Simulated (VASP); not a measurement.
AgI: density of states with PBE

The system is AgI.

```
CELL_PARAMETERS angstrom
4.58000 0.00000 0.00000
-2.29000 3.96640 0.00000
0.00000 0.00000 7.51000
ATOMIC_POSITIONS crystal
Ag 0.33333 0.66667 0.00000
Ag 0.66667 0.33333 0.50000
I 0.33333 0.66667 0.37500
I 0.66667 0.33333 0.87500
```

| Item | Value |
| --- | --- |
| Program | VASP 6.6.1 |
| Task | density of states |
| Functional | PBE |
| Potentials or basis | VASP PAW PBE potentials, release 64 (Ag, I) |
| Cutoff | 400 eV |
| k mesh | 8 × 8 × 4 |
| Occupations | fermi-dirac, width 0.01 eV |
| Spin | no spin polarisation |
| Dipole correction | no |
| k mesh for the DOS | 12 × 12 × 6 |
| Occupations for the DOS | tetrahedron |
| Further INCAR settings | ALGO = Normal; EDIFF = 1e-06; NBANDS = 26 |

```yaml
Valence_electrons_inside_the_program's_atomic_spheres: Ag 9.83; I 4.30
```

Levels at points of the mesh, in eV from the valence-band top:
```tsv
k point	band 16	band 17	band 18	band 19	band 20	band 21
(0.00, 0.00, 0.00)	-0.08	0.00	0.00	1.37	2.64	5.75
(0.50, 0.00, 0.00)	-1.80	-1.05	-0.73	3.33	3.58	4.79
(0.00, 0.00, 0.50)	-0.37	-0.37	-0.37	2.66	2.66	5.62
(0.50, 0.00, 0.50)	-1.26	-1.26	-1.26	3.25	3.25	4.85
```

Run time: 3.9 min on 1 thread of Intel Xeon 8259CL, on a shared host, peak memory 0.3 GiB.

Caveat: spin-orbit coupling is left out, which moves the levels of the heavy elements.
